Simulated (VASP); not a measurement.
Write the native input for VASP 6.6.1 that does the following.

```yaml
Task: single point
Functional: LDA
Potentials_or_basis: VASP PAW LDA potentials, release 64 (Ti_sv, C)
Cutoff: 520 eV
k_mesh: 11 × 11 × 11
Occupations: fermi-dirac, width 0.05 eV
Spin: no spin polarisation
Dipole_correction: no
Further_INCAR_settings: ALGO = Normal; EDIFF = 1e-06; NBANDS = 15
```

The structure of TiC lies in POSCAR:

```
TiC
1.0
    0.0000000000      2.1215080947      2.1215080947
    2.1215080947      0.0000000000      2.1215080947
    2.1215080947      2.1215080947      0.0000000000
Ti C
1 1
Direct
    0.0000000000      0.0000000000      0.0000000000
    0.5000000000      0.5000000000      0.5000000000
```

One way to write it, as run:

INCAR

```
SYSTEM = TiC
ALGO = Normal
EDIFF = 1E-6
ENCUT = 520
GGA = CA
ISIF = 2
ISMEAR = -1
LASPH = .TRUE.
LCHARG = .FALSE.
LREAL = .FALSE.
LWAVE = .FALSE.
NBANDS = 15
NELM = 100
PREC = Accurate
SIGMA = 0.05
```

KPOINTS

```
k-points
0
G
  11 11 11
  0 0 0
```

Potentials or basis: VASP PAW LDA potentials, release 64 (Ti_sv, C).

Run with:

```sh
$ cat potpaw_LDA.64/Ti_sv/POTCAR potpaw_LDA.64/C/POTCAR > POTCAR
$ mpirun -np 1 vasp_std > vasp.out
```

Results of the run:

```yaml
Pressure: 4.4 GPa
Band_gap_on_the_k_mesh: zero (band 8 reaches 10.63 eV, above the bottom of band 9 at 9.56 eV)
```

It took 11 s on 1 thread of AMD EPYC 9R45 96-Core Processor (Zen 5), with other jobs on the host, peak memory 0.1 GiB.
